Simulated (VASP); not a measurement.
# AlN (F-43m) in VASP: a series of runs

The runs below take AlN through single point, with PBE, r2SCAN.

Everything below comes from runs of VASP 6.6.1. Logs are shortened: lines on timing, memory, paths and dates and some standing lists are left out, and cuts for length are marked.

## (1) The cell of the first run

It takes space group F-43m (No. 216, cubic). The conventional cell has a = 4.545 Å, b = 4.545 Å, c = 4.545 Å, α = 90.00°, β = 90.00°, γ = 90.00°. Al (site symmetry -43m) has 4 N at 1.97 Å within 2.6 Å. Within 2.6 Å of N (site symmetry -43m) lie 4 Al at 1.97 Å.

## (2) Single point, PBE (volume scaled by 1.10)

INCAR reads:

```
PREC = Accurate
ENCUT = 520
EDIFF = 1E-6
ISMEAR = 0
SIGMA = 0.02
LREAL = False
LASPH = True
NELM = 80
ALGO = Normal
ISIF = 2
LWAVE = False
LCHARG = False
GGA = PE
NBANDS = 11
```

KPOINTS reads:

```
Automatic mesh
0
Gamma
  10 10 10
```

POSCAR reads:

```
AlN
1.0
    0.0000000000      2.2726545903      2.2726545903
    2.2726545903      0.0000000000      2.2726545903
    2.2726545903      2.2726545903      0.0000000000
Al N
1 1
Direct
    0.0000000000      0.0000000000      0.0000000000
    0.7500000000      0.7500000000      0.7500000000
```

Potentials or basis: VASP PAW PBE potentials, release 64 (Al, N).

On the command line:

```
> cat potpaw_PBE.64/Al/POTCAR potpaw_PBE.64/N/POTCAR > POTCAR
> mpirun -np 1 vasp_std > vasp.out
```

OUTCAR:

```text
PREC = Accurate
   ENCUT = 520
   EDIFF = 1E-6
   ISMEAR = 0
   LREAL = False
   LASPH = True
   NELM = 80
   ISIF = 2
   GGA = PE

 ion  position               nearest neighbor table
   1  0.000  0.000  0.000-   2 1.97   2 1.97   2 1.97   2 1.97
   2  0.750  0.750  0.750-   1 1.97   1 1.97   1 1.97   1 1.97

  LATTYP: Found a face centered cubic cell.
 ALAT       =     4.5453091806

  Lattice vectors:

 A1 = (   0.0000000000,   2.2726545903,   2.2726545903)
 A2 = (   2.2726545903,   0.0000000000,   2.2726545903)
 A3 = (   2.2726545903,   2.2726545903,   0.0000000000)

Analysis of symmetry for initial positions (statically):
=====================================================================
 Subroutine PRICEL returns:
 Original cell was already a primitive cell.

 Routine SETGRP: Setting up the symmetry group for a
 face centered cubic supercell.

 Subroutine GETGRP returns: Found 24 space group operations
 (whereof 24 operations were pure point group operations)
 out of a pool of 48 trial point group operations.

The static configuration has the point symmetry T_d .

Analysis of symmetry for dynamics (positions and initial velocities):
=====================================================================
 Subroutine PRICEL returns:
 Original cell was already a primitive cell.

 Routine SETGRP: Setting up the symmetry group for a
 face centered cubic supercell.

 Subroutine GETGRP returns: Found 24 space group operations
 (whereof 24 operations were pure point group operations)
 out of a pool of 48 trial point group operations.

The dynamic configuration has the point symmetry T_d .

 Subroutine INISYM returns: Found 24 space group operations
 (whereof 24 operations are pure point group operations),
 and found     1 'primitive' translations

----------------------------------------------------------------------------------------

                                     Primitive cell

  volume of cell :      23.4763

  direct lattice vectors                    reciprocal lattice vectors
     0.000000000  2.272654590  2.272654590    -0.220007036  0.220007036  0.220007036
     2.272654590  0.000000000  2.272654590     0.220007036 -0.220007036  0.220007036
     2.272654590  2.272654590  0.000000000     0.220007036  0.220007036 -0.220007036

  length of vectors
     3.214018944  3.214018944  3.214018944     0.381063364  0.381063364  0.381063364

  position of ions in fractional coordinates (direct lattice)
     0.000000000  0.000000000  0.000000000
     0.750000000  0.750000000  0.750000000

  ion indices of the primitive-cell ions
   primitive index   ion index
                 1           1
                 2           2

----------------------------------------------------------------------------------------

 KPOINTS: Automatic mesh

Automatic generation of k-mesh.
 Grid dimensions read from file:
 generate k-points for:   10   10   10

 Generating k-lattice:

  Cartesian coordinates                     Fractional coordinates (reciprocal lattice)
    -0.022000704  0.022000704  0.022000704     0.100000000  0.000000000  0.000000000
     0.022000704 -0.022000704  0.022000704     0.000000000  0.100000000  0.000000000
     0.022000704  0.022000704 -0.022000704     0.000000000  0.000000000  0.100000000

  Length of vectors
     0.038106336  0.038106336  0.038106336

  Shift w.r.t. Gamma in fractional coordinates (k-lattice)
     0.000000000  0.000000000  0.000000000

 Subroutine IBZKPT returns following result:
 ===========================================

 Found     47 irreducible k-points:

 Following reciprocal coordinates:
            Coordinates               Weight
  0.000000  0.000000  0.000000      1.000000
  0.100000  0.000000  0.000000      8.000000
  0.200000  0.000000  0.000000      8.000000
  0.300000  0.000000  0.000000      8.000000
  0.400000  0.000000  0.000000      8.000000
  0.500000  0.000000  0.000000      4.000000
[... 16 lines left out ...]
  0.300000  0.300000  0.000000      6.000000
  0.400000  0.300000  0.000000     24.000000
 [... further k-points ...]
   k-points           NKPTS =     47   k-points in BZ     NKDIM =     47   number of bands    NBANDS=     11
   number of dos      NEDOS =    301   number of ions     NIONS =      2
   total plane-waves  NPLWV =  13824
   dimension x,y,z NGX =    24 NGY =   24 NGZ =   24
   dimension x,y,z NGXF=    48 NGYF=   48 NGZF=   48
   ions per type =               1   1
   NGX,Y,Z   is equivalent  to a cutoff of  12.41, 12.41, 12.41 a.u.
   NGXF,Y,Z  is equivalent  to a cutoff of  24.83, 24.83, 24.83 a.u.
 SYSTEM =  unknown system
   PREC   = accura    normal or accurate (medium, high low for compatibility)
   ISTART =      0    job   : 0-new  1-cont  2-samecut
   ICHARG =      2    charge: 1-file 2-atom 10-const
   ISPIN  =      1    spin polarized calculation?
   LNONCOLLINEAR =      F non collinear calculations
   LSORBIT =      F    spin-orbit coupling
[... 55 lines left out ...]
 fundamental gap:      3.1801411777
 Fermi energy:         5.0017575597

 k-point     1 :       0.0000    0.0000    0.0000
  band No.  band energies     occupation
      1      -9.4243      2.00000
      2       4.8970      2.00000
      3       4.8970      2.00000
      4       4.8970      2.00000
      5       8.0772      0.00000
      6      16.3197      0.00000
      7      16.3197      0.00000
      8      16.3197      0.00000
      9      21.6510      0.00000
     10      21.6510      0.00000
     11      22.8390      0.00000

 k-point     2 :       0.1000    0.0000    0.0000
  band No.  band energies     occupation
      1      -9.2980      2.00000
      2       4.0805      2.00000
      3       4.8470      2.00000
      4       4.8470      2.00000
      5       8.7743      0.00000
      6      15.9364      0.00000
      7      16.4394      0.00000
      8      16.4394      0.00000
      9      20.4873      0.00000
     10      20.4873      0.00000
     11      22.1050      0.00000

 k-point     3 :       0.2000    0.0000    0.0000
  band No.  band energies     occupation
      1      -8.9405      2.00000
      2       2.5748      2.00000
      3       4.7223      2.00000
      4       4.7223      2.00000
      5       9.8953      0.00000
      6      15.1753      0.00000
      7      16.4511      0.00000
      8      16.4511      0.00000
      9      19.9256      0.00000
     10      19.9256      0.00000
     11      21.2106      0.00000

 k-point     4 :       0.3000    0.0000    0.0000
  band No.  band energies     occupation
      1      -8.4290      2.00000
      2       1.0886      2.00000
      3       4.5795      2.00000
      4       4.5795      2.00000
      5      10.7185      0.00000
      6      14.5141      0.00000
      7      15.9810      0.00000
      8      15.9810      0.00000
      9      20.7519      0.00000
     10      20.7519      0.00000
     11      20.8905      0.00000

 k-point     5 :       0.4000    0.0000    0.0000
  band No.  band energies     occupation
      1      -7.9306      2.00000
      2      -0.0397      2.00000
      3       4.4720      2.00000
      4       4.4720      2.00000
      5      11.1155      0.00000
      6      14.1029      0.00000
      7      15.4911      0.00000
      8      15.4911      0.00000
      9      21.1474      0.00000
     10      22.3326      0.00000
     11      22.3326      0.00000
[... 211 lines left out ...]
 k-point    21 :      -0.3000    0.2000    0.0000
  band No.  band energies     occupation
      1      -7.7982      2.00000
      2       0.6151      2.00000
      3       2.8609      2.00000
      4       4.3966      2.00000
      5      12.2032      0.00000
      6      12.9281      0.00000
      7      15.5191      0.00000
      8      16.3620      0.00000
      9      20.1826      0.00000
     10      22.0384      0.00000
     11      24.6766      0.00000

 k-point    22 :      -0.2000    0.2000    0.0000
  band No.  band energies     occupation
      1      -8.2608      2.00000
      2       1.3457      2.00000
      3       3.3346      2.00000
      4       4.6416      2.00000
      5      11.5493      0.00000
      6      13.9556      0.00000
      7      15.2604      0.00000
      8      16.4994      0.00000
      9      18.9300      0.00000
     10      21.8875      0.00000
     11      24.8733      0.00000

 k-point    23 :       0.3000    0.3000    0.0000
  band No.  band energies     occupation
      1      -8.1093      2.00000
      2       1.5307      2.00000
      3       3.7480      2.00000
      4       3.7480      2.00000
      5       9.8354      0.00000
      6      13.6942      0.00000
      7      15.6745      0.00000
      8      18.0801      0.00000
      9      18.0801      0.00000
     10      24.1266      0.00000
     11      26.6277      0.00000

 k-point    24 :       0.4000    0.3000    0.0000
  band No.  band energies     occupation
      1      -7.7270      2.00000
      2       0.9797      2.00000
      3       3.3228      2.00000
      4       3.5946      2.00000
      5       9.5395      0.00000
      6      13.5864      0.00000
      7      15.8667      0.00000
      8      18.2070      0.00000
      9      18.6372      0.00000
     10      24.8767      0.00000
     11      26.4058      0.00000

 [... further k-points ...]
[... 5 lines left out ...]
  --------------------------------------------------------------------------------------
  -------------------------------------------------------------------------------------
  Total       -2.2692813     -2.2692813     -2.2692813      0.0000000     -0.0000000     -0.0000000
  in kB     -154.8704684   -154.8704684   -154.8704684      0.0000000     -0.0000000     -0.0000000
  external PRESSURE =    -154.8704684 kB  Pullay stress =       0.0000000 kB

 VOLUME and BASIS-vectors are now :
 -----------------------------------------------------------------------------
  energy-cutoff  :      520.00
  volume of cell :       23.48
      direct lattice vectors                 reciprocal lattice vectors
     0.000000000  2.272654590  2.272654590    -0.220007036  0.220007036  0.220007036
     2.272654590  0.000000000  2.272654590     0.220007036 -0.220007036  0.220007036
     2.272654590  2.272654590  0.000000000     0.220007036  0.220007036 -0.220007036

 POSITION                                       TOTAL-FORCE (eV/Angst)
 -----------------------------------------------------------------------------------
      0.00000      0.00000      0.00000        -0.000000     -0.000000     -0.000000
      3.40898      3.40898      3.40898         0.000000      0.000000      0.000000
 -----------------------------------------------------------------------------------
    total drift:                                0.000000      0.000000      0.000000

  FREE ENERGIE OF THE ION-ELECTRON SYSTEM (eV)
  ---------------------------------------------------
  free  energy   TOTEN  =       -14.7352749025 eV

  energy  without entropy=      -14.7352749025  energy(sigma->0) =      -14.73527490
```

It took 4.4 s on 1 thread of Intel Xeon 6975P-C (Granite Rapids), shared host; peak memory 0.13 GiB.

What came out:

```
Free energy            : -14.7353 eV
Pressure               : -15.5 GPa
Band gap on the k mesh : 3.18 eV, direct
```

Caveat: the cell differs from its parent crystal (volume scaled by 1.10). A k mesh can miss the band edges.

## (3) Single point, PBE

This run uses another cell than the first one, of 10.67 Å³/atom, 0.909 times its volume.

INCAR reads:

```
PREC     = Accurate       # precision mode
ENCUT    = 520            # plane-wave cutoff, eV
EDIFF    = 1E-6           # SCF threshold, eV
ISMEAR   = 0              # smearing method
SIGMA    = 0.02           # smearing width, eV
LREAL    = False          # projectors in reciprocal space
LASPH    = True           # aspherical terms in the spheres
NELM     = 60             # most SCF steps
ALGO     = Normal         # electronic algorithm
ISIF     = 2              # what is computed and relaxed
LWAVE    = False          # write WAVECAR
LCHARG   = True           # write CHGCAR
GGA      = PE             # functional
LELF     = True           # ELF
LVHAR    = True         
NBANDS   = 11             # bands
```

KPOINTS is that of step 2.

POSCAR reads:

```
AlN
1.0
    0.0000000000      2.2015871008      2.2015871008
    2.2015871008      0.0000000000      2.2015871008
    2.2015871008      2.2015871008      0.0000000000
Al N
1 1
Direct
    0.0000000000      0.0000000000      0.0000000000
    0.7500000000      0.7500000000      0.7500000000
```

Potentials or basis: VASP PAW PBE potentials, release 64 (Al, N).

On the command line:

```
> cat potpaw_PBE.64/Al/POTCAR potpaw_PBE.64/N/POTCAR > POTCAR
> mpirun -np 1 vasp_std > vasp.out
```

Wall time 5.7 s (1 thread of Intel Xeon Platinum 8375C at 2.90GHz (Ice Lake), shared host); peak memory 0.13 GiB.

Results (log left out):

```
Free energy            : -14.8474 eV
Pressure               : -0.3 GPa
Band gap on the k mesh : 3.30 eV, indirect (least direct gap 3.98 eV)
```

Levels at points of the mesh, in eV from the valence-band top:
```
           k point  band 2  band 3  band 4  band 5  band 6  band 7
(0.00, 0.00, 0.00)    0.00    0.00    0.00    3.98   12.32   12.32
(0.50, 0.00, 0.00)   -5.75   -0.48   -0.48    7.16    9.70   11.00
(0.50, 0.50, 0.00)   -4.83   -1.75   -1.75    3.30    8.47   13.64
```

A k mesh can miss the band edges. PBE gaps usually lie below the measured ones, often by a third to a half.

## (4) Single point, PBE

This run uses another cell than the first one, of 10.67 Å³/atom, 0.909 times its volume.

INCAR reads:

```
PREC = Accurate
ENCUT = 520
EDIFF = 1E-6
ISMEAR = 0
SIGMA = 0.01
LREAL = F
LASPH = T
NELM = 60
ALGO = Normal
ISIF = 2
LWAVE = F
LCHARG = F
GGA = PE
NBANDS = 11
```

KPOINTS is that of step 3.

POSCAR is that of step 3.

On the command line:

```
> cat potpaw_PBE.64/Al/POTCAR potpaw_PBE.64/N/POTCAR > POTCAR
> mpirun -np 1 vasp_std > vasp.out
```

Run time: 6.1 s. Hardware: 1 thread of Intel Xeon Platinum 8375C at 2.90GHz (Ice Lake), shared host; peak memory 0.13 GiB.

Results (log left out):

```
Free energy            : -14.8474 eV
Pressure               : -0.3 GPa
Band gap on the k mesh : 3.30 eV, indirect (least direct gap 3.98 eV)
```

Levels at points of the mesh, in eV from the valence-band top:
| k point | band 2 | band 3 | band 4 | band 5 | band 6 | band 7 |
| --- | --- | --- | --- | --- | --- | --- |
| (0.00, 0.00, 0.00) | 0.00 | 0.00 | 0.00 | 3.98 | 12.32 | 12.32 |
| (0.50, 0.00, 0.00) | -5.75 | -0.48 | -0.48 | 7.16 | 9.70 | 11.00 |
| (0.50, 0.50, 0.00) | -4.83 | -1.75 | -1.75 | 3.30 | 8.47 | 13.64 |

A k mesh can miss the band edges.

## (5) Single point, r2SCAN

This run uses another cell than the first one, of 10.67 Å³/atom, 0.909 times its volume.

POSCAR is that of step 4.

INCAR.step1 reads:

```
SYSTEM = AlN
ALGO = Normal
EDIFF = 1E-4
ENCUT = 520
GGA = PE
ISMEAR = 0
LASPH = .True.
LCHARG = .False.
LREAL = .False.
LWAVE = .True.
NBANDS = 11
NELM = 80
PREC = Accurate
SIGMA = 0.02
```

INCAR.step2 reads:

```
SYSTEM = AlN
ALGO = Normal
EDIFF = 1E-6
ENCUT = 520
ISIF = 2
ISMEAR = 0
ISTART = 1
LASPH = .True.
LCHARG = .True.
LELF = .True.
LMIXTAU = .True.
LREAL = .False.
LVHAR = .True.
LWAVE = .False.
METAGGA = R2SCAN
NBANDS = 11
NELM = 80
PREC = Accurate
SIGMA = 0.02
```

KPOINTS reads:

```
k-points
0
Gamma
  10 10 10
  0 0 0
```

On the command line:

```
> cat potpaw_PBE.64/Al/POTCAR potpaw_PBE.64/N/POTCAR > POTCAR
> cp INCAR.step1 INCAR
> mpirun -np 1 vasp_std > vasp.out
> cp INCAR.step2 INCAR
> mpirun -np 1 vasp_std > vasp.out
```

Run time: 26 s. Hardware: 1 thread of Intel Xeon Platinum 8375C at 2.90GHz (Ice Lake), shared host; peak memory 0.14 GiB.

It converged, with:

```yaml
Free_energy: -19.1720 eV
Pressure: -5.0 GPa
Band_gap_on_the_k_mesh: 3.92 eV, indirect (least direct gap 4.67 eV)
```

Levels at points of the mesh, in eV from the valence-band top:
```
           k point  band 2  band 3  band 4  band 5  band 6  band 7
(0.00, 0.00, 0.00)    0.00    0.00    0.00    4.67   13.28   13.28
(0.50, 0.00, 0.00)   -5.79   -0.48   -0.48    7.98   10.65   11.79
(0.50, 0.50, 0.00)   -4.88   -1.78   -1.78    3.92    9.32   14.86
```

Caveat: the PAW data sets were made with another functional, which shifts forces and pressure a little. r2SCAN opens gaps a little over a GGA but as a rule still falls short of measured ones.

## (6) Single point, PBE

This run uses another cell than the first one: it holds 16 atoms, not 2.

INCAR reads:

```
PREC     = Accurate       # precision mode
ENCUT    = 520            # plane-wave cutoff, eV
EDIFF    = 1E-6           # SCF threshold, eV
ISMEAR   = 0              # smearing method
SIGMA    = 0.01           # smearing width, eV
LREAL    = Auto         
LASPH    = T              # aspherical terms in the spheres
NELM     = 80             # most SCF steps
ALGO     = Normal         # electronic algorithm
ISIF     = 2              # what is computed and relaxed
LWAVE    = F              # write WAVECAR
LCHARG   = F              # write CHGCAR
GGA      = PE             # functional
NBANDS   = 46             # bands
```

KPOINTS reads:

```
Automatic mesh
0
Gamma
  2 2 2
```

POSCAR reads:

```
AlN
1.0
    0.0000000000      4.4031742015     -4.4031742015
    4.4031742015      4.4031742015      0.0000000000
    4.4031742015      0.0000000000     -4.4031742015
Al N
8 8
Direct
    0.0000000000      0.0000000000      0.5000000000
    0.0000000000      0.5000000000      0.5000000000
    0.5000000000      0.0000000000      0.5000000000
    0.5000000000      0.5000000000      0.5000000000
    0.0000000000      0.0000000000      1.0000000000
    0.0000000000      0.5000000000      1.0000000000
    0.5000000000      0.0000000000      1.0000000000
    0.5000000000      0.5000000000      1.0000000000
    0.1250000000      0.1250000000      0.1250000000
    0.1250000000      0.6250000000      0.1250000000
    0.6250000000      0.1250000000      0.1250000000
    0.6250000000      0.6250000000      0.1250000000
    0.1250000000      0.1250000000      0.6250000000
    0.1250000000      0.6250000000      0.6250000000
    0.6250000000      0.1250000000      0.6250000000
    0.6250000000      0.6250000000      0.6250000000
```

Potentials or basis: VASP PAW PBE potentials, release 64 (Al, N).

On the command line:

```
> cat potpaw_PBE.64/Al/POTCAR potpaw_PBE.64/N/POTCAR > POTCAR
> mpirun -np 1 vasp_std > vasp.out
```

It took 36 s on 1 thread of Intel Xeon Platinum 8559C (Emerald Rapids), shared host; peak memory 0.32 GiB.

It converged, with:

```yaml
Free_energy: -118.4864 eV
Pressure: -0.2 GPa
Band_gap_on_the_k_mesh: 3.28 eV
```

Levels at points of the mesh, in eV from the valence-band top:
```tsv
k point	band 29	band 30	band 31	band 32	band 33	band 34	band 35	band 36
(0.00, 0.00, 0.00)	-0.48	0.00	0.00	0.00	3.28	3.28	3.28	3.97
(0.50, 0.00, 0.00)	-0.25	-0.25	-0.25	-0.25	5.80	5.80	5.80	5.80
(0.50, 0.50, 0.00)	-0.52	-0.52	-0.52	-0.52	5.83	5.83	5.97	5.97
```

Caveat: the k points lie up to 0.62 Å⁻¹ apart.

## (7) Overview

```tsv
level	cell	k mesh	smearing	gap on the mesh (eV)	pressure (GPa)
PBE	a = 3.214 Å, angles 60.0°, 2 atoms	10 × 10 × 10	gaussian 0.02 eV	3.18	-15.5
PBE	a = 3.114 Å, angles 60.0°, 2 atoms	10 × 10 × 10	gaussian 0.02 eV	3.30	-0.3
PBE	a = 3.114 Å, angles 60.0°, 2 atoms	10 × 10 × 10	gaussian 0.01 eV	3.30	-0.3
r2SCAN	a = 3.114 Å, angles 60.0°, 2 atoms	10 × 10 × 10	gaussian 0.02 eV	3.92	-5.0
PBE	a = 6.227 Å, angles 60.0°, 16 atoms	2 × 2 × 2	gaussian 0.01 eV	3.28	-0.2
```

Alike in all rows: task single point; potentials or basis VASP PAW PBE potentials, release 64 (Al, N); no spin polarisation; cutoff (eV) 520.

Caveats: some runs use coarse meshes; the PAW data sets were made with another functional, which shifts forces and pressure a little (some runs).

Absolute energies hang on the potentials; compare differences alone.
